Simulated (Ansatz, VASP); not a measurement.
One calculation of Li2HfN2, two programs

INCAR

```
ALGO = Normal
EDIFF = 1E-6
ENCUT = 520
GGA = CA
ISIF = 2
ISMEAR = 0
LASPH = True
LCHARG = True
LELF = True
LREAL = False
LVHAR = True
LWAVE = False
NBANDS = 21
NELM = 100
PREC = Accurate
SIGMA = 0.05
```

Contents of KPOINTS:

```
k-points
0
Gamma
  9 9 6
```

File POSCAR:

```
Li2HfN2
1.0
    3.2371209533      0.0000000000      0.0000000000
   -1.6185604767      2.8034289807      0.0000000000
    0.0000000000      0.0000000000      5.4235951800
Li Hf N
2 1 2
Direct
    0.6666666667      0.3333333333      0.3827885700
    0.3333333333      0.6666666667      0.6172114300
   -0.1853498861      0.0000000000     -0.1106277257
    0.6666666667      0.3333333333      0.7793848600
    0.3333333333      0.6666666667      0.2206151400
```

Input for Ansatz:

```yaml
crystal:
  lattice:
    - [3.2371209533, 0.0, 0.0]
    - [-1.6185604767, 2.8034289807, 0.0]
    - [0.0, 0.0, 5.42359518]
  atoms:
    - { symbol: Li, position: [0.6666666667, 0.3333333333, 0.38278857] }
    - { symbol: Li, position: [0.3333333333, 0.6666666667, 0.61721143] }
    - { symbol: Hf, position: [-0.1853498861, 0.0, -0.1106277257] }
    - { symbol: "N", position: [0.6666666667, 0.3333333333, 0.77938486] }
    - { symbol: "N", position: [0.3333333333, 0.6666666667, 0.22061514] }
basis:
  ecutwfc: 420
kpoints:
  mp_grid: { grid: [9, 9, 6] }
hamiltonian:
  xc: lda
scf:
  occupations: { method: gaussian, width: 0.05 }
output:
  forces: true
  stress: true
  eigenvalues: true
```

Alike in both runs: task single point; functional LDA; k mesh 9 × 9 × 6; occupations gaussian, width 0.05 eV; no spin polarisation.

```csv
,VASP,Ansatz
version,VASP 6.6.1,Ansatz 0.2.0
potentials or method,"VASP PAW LDA potentials, release 64 (Li_sv, Hf_pv, N), cutoff 520 eV","scalar-relativistic, plane waves, PAW"
valence electrons in the cell,26,42
```

Ansatz gave:

- gap on the k mesh at the Fermi level (eV): none
- rms of the force components (eV/Å): 11.743

Question: Estimate VASP's values.

Answer: gap on the k mesh at the Fermi level (eV): none; rms of the force components (eV/Å): 12.429.

LDA's correlation is that of Perdew and Zunger in VASP and of Perdew and Wang (1992) in Ansatz. Atom by atom the forces differ by 0.710 eV/Å (rms over components). A gap of «none» marks a metal or a gap that the smearing closes. VASP's potentials hold 26 valence electrons a cell and Ansatz's 42, so a difference there can come from the potentials and not from the codes.

Neither program's run includes spin-orbit coupling. Noted on VASP's run: the cutoff is short for stress, so the pressure is rough.
